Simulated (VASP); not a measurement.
# Al2Pt (Fm-3m) in VASP: notebook

Al2Pt is run at these levels: r2SCAN, PBEsol+D3(BJ), PBEsol; tasks: single point.

Program: VASP 6.6.1. These are calculated values, not measurements. Logs are shortened: lines on timing, memory, paths and dates and some standing lists are left out, and cuts for length are marked.

**1. The cell of the first run**

Symmetry: Fm-3m, No. 225, cubic system. Conventional cell: a = 5.910 Å, b = 5.910 Å, c = 5.910 Å, α = 90.00°, β = 90.00°, γ = 90.00°. Within 3.4 Å of Pt (site symmetry m-3m) lie 8 Al at 2.56 Å. Al (site symmetry -43m) has 4 Pt at 2.56 Å and 6 Al at 2.96 Å within 3.4 Å.

**2. Single point, r2SCAN**

POSCAR reads:

```
Al2Pt
1.0
    0.0000000000      2.9550000000      2.9550000000
    2.9550000000      0.0000000000      2.9550000000
    2.9550000000      2.9550000000      0.0000000000
Pt Al
1 2
Direct
    0.0000000000      0.0000000000      0.0000000000
    0.7500000000      0.7500000000      0.7500000000
    0.2500000000      0.2500000000      0.2500000000
```

INCAR.step1 reads:

```
SYSTEM = Al2Pt
  PREC = Accurate
  ENCUT = 520
  ISMEAR = -1
  SIGMA = 0.05
  LREAL = .FALSE.
  LASPH = .TRUE.
  NELM = 100
  NBANDS = 15
  GGA = PE
  ALGO = Normal
  EDIFF = 1E-4
  LWAVE = .TRUE.
  LCHARG = .FALSE.
```

INCAR.step2 reads:

```
SYSTEM = Al2Pt
  PREC = Accurate
  ENCUT = 520
  EDIFF = 1E-7
  ISMEAR = -1
  SIGMA = 0.05
  LREAL = .FALSE.
  LASPH = .TRUE.
  NELM = 100
  ALGO = Normal
  ISIF = 2
  LWAVE = .FALSE.
  LCHARG = .FALSE.
  METAGGA = R2SCAN
  LMIXTAU = .TRUE.
  NBANDS = 15
  ISTART = 1
```

KPOINTS reads:

```
regular mesh
0
G
  8 8 8
  0 0 0
```

Potentials or basis: VASP PAW PBE potentials, release 64 (Pt, Al).

Run with:

```console
$ cat potpaw_PBE.64/Pt/POTCAR potpaw_PBE.64/Al/POTCAR > POTCAR
$ cp INCAR.step1 INCAR
$ mpirun -np 1 vasp_std > vasp.out
$ cp INCAR.step2 INCAR
$ mpirun -np 1 vasp_std > vasp.out
```

OUTCAR:

```text
SYSTEM = Al2Pt
   PREC = Accurate
   ENCUT = 520
   EDIFF = 1E-7
   ISMEAR = -1
   LREAL = .FALSE.
   LASPH = .TRUE.
   NELM = 100
   ISIF = 2
   METAGGA = R2SCAN
   ISTART = 1

 ion  position               nearest neighbor table
   1  0.000  0.000  0.000-   2 2.56   2 2.56   2 2.56   2 2.56   3 2.56   3 2.56   3 2.56   3 2.56

   2  0.750  0.750  0.750-   1 2.56   1 2.56   1 2.56   1 2.56   3 2.96   3 2.96   3 2.96   3 2.96
                             3 2.96   3 2.96
   3  0.250  0.250  0.250-   1 2.56   1 2.56   1 2.56   1 2.56   2 2.96   2 2.96   2 2.96   2 2.96
                             2 2.96   2 2.96

  LATTYP: Found a face centered cubic cell.
 ALAT       =     5.9100000000

  Lattice vectors:

 A1 = (   0.0000000000,   2.9550000000,   2.9550000000)
 A2 = (   2.9550000000,   0.0000000000,   2.9550000000)
 A3 = (   2.9550000000,   2.9550000000,   0.0000000000)

Analysis of symmetry for initial positions (statically):
=====================================================================
 Subroutine PRICEL returns:
 Original cell was already a primitive cell.

 Routine SETGRP: Setting up the symmetry group for a
 face centered cubic supercell.

 Subroutine GETGRP returns: Found 48 space group operations
 (whereof 48 operations were pure point group operations)
 out of a pool of 48 trial point group operations.

The static configuration has the point symmetry O_h .

Analysis of symmetry for dynamics (positions and initial velocities):
=====================================================================
 Subroutine PRICEL returns:
 Original cell was already a primitive cell.

 Routine SETGRP: Setting up the symmetry group for a
 face centered cubic supercell.

 Subroutine GETGRP returns: Found 48 space group operations
 (whereof 48 operations were pure point group operations)
 out of a pool of 48 trial point group operations.

The dynamic configuration has the point symmetry O_h .

 Subroutine INISYM returns: Found 48 space group operations
 (whereof 48 operations are pure point group operations),
 and found     1 'primitive' translations

----------------------------------------------------------------------------------------

                                     Primitive cell

  volume of cell :      51.6063

  direct lattice vectors                    reciprocal lattice vectors
     0.000000000  2.955000000  2.955000000    -0.169204738  0.169204738  0.169204738
     2.955000000  0.000000000  2.955000000     0.169204738 -0.169204738  0.169204738
     2.955000000  2.955000000  0.000000000     0.169204738  0.169204738 -0.169204738

  length of vectors
     4.179001077  4.179001077  4.179001077     0.293071203  0.293071203  0.293071203

  position of ions in fractional coordinates (direct lattice)
     0.000000000  0.000000000  0.000000000
     0.750000000  0.750000000  0.750000000
     0.250000000  0.250000000  0.250000000

  ion indices of the primitive-cell ions
   primitive index   ion index
                 1           1
                 2           2
                 3           3

----------------------------------------------------------------------------------------

 KPOINTS: regular mesh

Automatic generation of k-mesh.
 Grid dimensions read from file:
 generate k-points for:    8    8    8

 Generating k-lattice:

  Cartesian coordinates                     Fractional coordinates (reciprocal lattice)
    -0.021150592  0.021150592  0.021150592     0.125000000  0.000000000  0.000000000
     0.021150592 -0.021150592  0.021150592     0.000000000  0.125000000  0.000000000
     0.021150592  0.021150592 -0.021150592     0.000000000  0.000000000  0.125000000

  Length of vectors
     0.036633900  0.036633900  0.036633900

  Shift w.r.t. Gamma in fractional coordinates (k-lattice)
     0.000000000  0.000000000  0.000000000

 Subroutine IBZKPT returns following result:
 ===========================================

 Found     29 irreducible k-points:

 Following reciprocal coordinates:
            Coordinates               Weight
  0.000000  0.000000  0.000000      1.000000
  0.125000  0.000000  0.000000      8.000000
  0.250000  0.000000  0.000000      8.000000
  0.375000  0.000000  0.000000      8.000000
  0.500000  0.000000  0.000000      4.000000
  0.125000  0.125000  0.000000      6.000000
[... 16 lines left out ...]
  0.500000  0.250000  0.125000     48.000000
 -0.375000  0.250000  0.125000     24.000000
 [... further k-points ...]
   k-points           NKPTS =     29   k-points in BZ     NKDIM =     29   number of bands    NBANDS=     15
   number of dos      NEDOS =    301   number of ions     NIONS =      3
   total plane-waves  NPLWV =  32768
   dimension x,y,z NGX =    32 NGY =   32 NGZ =   32
   dimension x,y,z NGXF=    64 NGYF=   64 NGZF=   64
   ions per type =               1   2
   NGX,Y,Z   is equivalent  to a cutoff of  12.73, 12.73, 12.73 a.u.
   NGXF,Y,Z  is equivalent  to a cutoff of  25.46, 25.46, 25.46 a.u.
 SYSTEM =  Al2Pt
   PREC   = accura    normal or accurate (medium, high low for compatibility)
   ISTART =      1    job   : 0-new  1-cont  2-samecut
   ICHARG =      0    charge: 1-file 2-atom 10-const
   ISPIN  =      1    spin polarized calculation?
   LNONCOLLINEAR =      F non collinear calculations
   LSORBIT =      F    spin-orbit coupling
   LASPH  =      T    aspherical Exc in radial PAW
   ENCUT  =  520.0 eV  38.22 Ry    6.18 a.u.   7.77  7.77  7.77*2*pi/ulx,y,z
   NELM   =    100;   NELMIN=  2; NELMDL=  0     # of ELM steps
   EDIFF  = 0.1E-06   stopping-criterion for ELM
   LREAL  =      F    real-space projection
   EDIFFG = 0.1E-05   stopping-criterion for IOM
   NSW    =      0    number of steps for IOM
   IBRION =     -1    ionic relax: 0-MD 1-quasi-New 2-CG
   NFREE  =      0    steps in history (QN), initial steepest desc. (CG)
   ISIF   =      2    stress and relaxation
   ISYM   =      2    0-nonsym 1-usesym 2-fastsym
   POTIM  = 0.5000    time-step for ionic-motion
   TEBEG  =    0.0;   TEEND  =   0.0 temperature during run
   PSTRESS=    0.0 pullay stress
   NELECT =      16.0000    total number of electrons
   NUPDOWN=      -1.0000    fix difference up-down
   EMIN   =  10.00;   EMAX   =-10.00  energy-range for DOS
   EFERMI =   0.00;   METHOD = LEGACY
   ISMEAR =    -1;   SIGMA  =   0.05  broadening in eV -4-tet -1-fermi 0-gaus
   EFERMI_NEDOS =   21; number of points for ismear=-14 and -15
   IALGO  =     38    algorithm
   IMIX   =      4    mixing-type and parameters
     AMIX     =   0.40;   BMIX     =  1.00
     AMIX_MAG =   1.60;   BMIX_MAG =  1.00
  volume/ion in A,a.u.               =      17.20       116.09
  Fermi-wavevector in a.u.,A,eV,Ry     =   1.108019  2.093853 16.703966  1.227707
  Thomas-Fermi vector in A             =   2.244541
   LORBIT       =      0    0 simple, 1 ext, 2 COOP (PROOUT), +10 PAW based schemes
   METAGGA = R2SCAN    functional components
   LHFCALC =     F    Hartree Fock is set to
   AEXX    =    0.0000 exact exchange contribution
   IVDW    =     0    specifies the selected vdW correction
   LEPSILON=     F    determine dielectric tensor
   LRPA    =     F    only Hartree local field effects (RPA)
 non-spin polarized calculation
  energy-cutoff  :      520.00
  volume of cell :       51.61
 maximum number of plane-waves:      1411
   NGX = 15   NGY = 15   NGZ = 15

 number of electron      16.0000000 magnetization

 Free energy of the ion-electron system (eV)
  ---------------------------------------------------
  ext. energy  EPLUGINS =         0.00000000
  ---------------------------------------------------
  free energy    TOTEN  =       -67.89651385 eV

  energy without entropy =      -67.88420888  energy(sigma->0) =      -67.89036137

 E-fermi :   7.7683     XC(G=0): -11.4617

 val. band max:        7.7034097855   @ k =   0.3750   0.2500   0.0000
 cond. band min:       7.7966087529   @ k =  -0.3750   0.1250   0.0000
 fundamental gap:      0.0931989673
 Fermi energy:         7.7683216814

 k-point     1 :       0.0000    0.0000    0.0000
  band No.  band energies     occupation
      1      -2.9534      2.00000
      2       2.4716      2.00000
      3       2.4716      2.00000
      4       2.4716      2.00000
      5       3.8888      2.00000
      6       3.8888      2.00000
      7      11.4623      0.00000
      8      11.7646      0.00000
      9      11.7646      0.00000
     10      11.7646      0.00000
     11      13.5743      0.00000
     12      13.5743      0.00000
     13      13.5743      0.00000
     14      14.6955      0.00000
     15      14.6955      0.00000

 k-point     2 :       0.1250    0.0000    0.0000
  band No.  band energies     occupation
      1      -2.7271      2.00000
      2       2.3513      2.00000
      3       2.5464      2.00000
      4       2.5464      2.00000
      5       3.8666      2.00000
      6       3.8666      2.00000
      7       9.5631      0.00000
      8      11.1967      0.00000
      9      11.1967      0.00000
     10      11.7342      0.00000
     11      14.1624      0.00000
     12      14.1624      0.00000
     13      14.2930      0.00000
     14      14.3244      0.00000
     15      14.3244      0.00000

 k-point     3 :       0.2500    0.0000    0.0000
  band No.  band energies     occupation
      1      -2.0754      2.00000
      2       2.0638      2.00000
      3       2.7029      2.00000
      4       2.7029      2.00000
      5       3.8765      2.00000
      6       3.8765      2.00000
      7       6.8893      2.00000
      8      10.1607      0.00000
      9      10.1607      0.00000
     10      12.1546      0.00000
     11      13.6935      0.00000
     12      13.6935      0.00000
     13      13.8044      0.00000
     14      15.5737      0.00000
     15      15.5737      0.00000
[... 343 lines left out ...]
 k-point    23 :       0.5000    0.2500    0.1250
  band No.  band energies     occupation
      1      -0.5408      2.00000
      2       1.6611      2.00000
      3       2.7096      2.00000
      4       3.1491      2.00000
      5       3.7533      2.00000
      6       4.0170      2.00000
      7       4.8572      2.00000
      8       6.8877      2.00000
      9       8.4070      0.00001
     10      12.2098      0.00000
     11      13.3568      0.00000
     12      14.3977      0.00000
     13      15.6004      0.00000
     14      16.3577      0.00000
     15      17.9506      0.00000

 k-point    24 :      -0.3750    0.2500    0.1250
  band No.  band energies     occupation
      1       0.1291      2.00000
      2       1.4817      2.00000
      3       2.6527      2.00000
      4       3.1626      2.00000
      5       3.4259      2.00000
      6       4.1177      2.00000
      7       4.4002      2.00000
      8       6.7826      2.00000
      9       7.9194      0.09290
     10      12.0818      0.00000
     11      13.4173      0.00000
     12      15.1243      0.00000
     13      15.6120      0.00000
     14      16.7915      0.00000
     15      17.4233      0.00000

 [... further k-points ...]
[... 5 lines left out ...]
  --------------------------------------------------------------------------------------
  -------------------------------------------------------------------------------------
  Total       -0.2113490     -0.2113490     -0.2113490     -0.0000000     -0.0000000      0.0000000
  in kB       -6.5615797     -6.5615797     -6.5615797     -0.0000000     -0.0000000      0.0000000
  external PRESSURE =      -6.5615797 kB  Pullay stress =       0.0000000 kB

 VOLUME and BASIS-vectors are now :
 -----------------------------------------------------------------------------
  energy-cutoff  :      520.00
  volume of cell :       51.61
      direct lattice vectors                 reciprocal lattice vectors
     0.000000000  2.955000000  2.955000000    -0.169204738  0.169204738  0.169204738
     2.955000000  0.000000000  2.955000000     0.169204738 -0.169204738  0.169204738
     2.955000000  2.955000000  0.000000000     0.169204738  0.169204738 -0.169204738

 POSITION                                       TOTAL-FORCE (eV/Angst)
 -----------------------------------------------------------------------------------
      0.00000      0.00000      0.00000        -0.000000      0.000000     -0.000000
      4.43250      4.43250      4.43250         0.000000      0.000000      0.000000
      1.47750      1.47750      1.47750        -0.000000     -0.000000      0.000000
 -----------------------------------------------------------------------------------
    total drift:                                0.000000     -0.000000      0.000000

  FREE ENERGIE OF THE ION-ELECTRON SYSTEM (eV)
  ---------------------------------------------------
  free  energy   TOTEN  =       -67.8965138547 eV

  energy  without entropy=      -67.8842088817  energy(sigma->0) =      -67.89036137
```

Wall time 2 min (1 thread of Intel Xeon 8259CL, shared host); peak memory 0.2 GiB.

Results:

- Free energy: -67.8965 eV
- Pressure: -0.7 GPa
- Band gap on the k mesh: zero (band 8 reaches 11.76 eV, above the bottom of band 9 at 6.08 eV)

Levels at points of the mesh, in eV from the Fermi level:
```csv
k point,band 5,band 6,band 7,band 8,band 9,band 10,band 11,band 12
"(0.00, 0.00, 0.00)",-3.88,-3.88,3.69,4.00,4.00,4.00,5.81,5.81
"(0.50, 0.00, 0.00)",-3.87,-3.63,-3.63,1.06,1.06,4.35,5.56,5.56
"(0.50, 0.50, 0.00)",-3.94,-3.59,-3.34,-1.69,-1.69,3.58,3.76,8.48
```

Caveat: the PAW data sets were made with another functional, which shifts forces and pressure a little; spin-orbit coupling is left out, which moves the levels of the heavy elements.

(Part 1 of 3 ends here.)
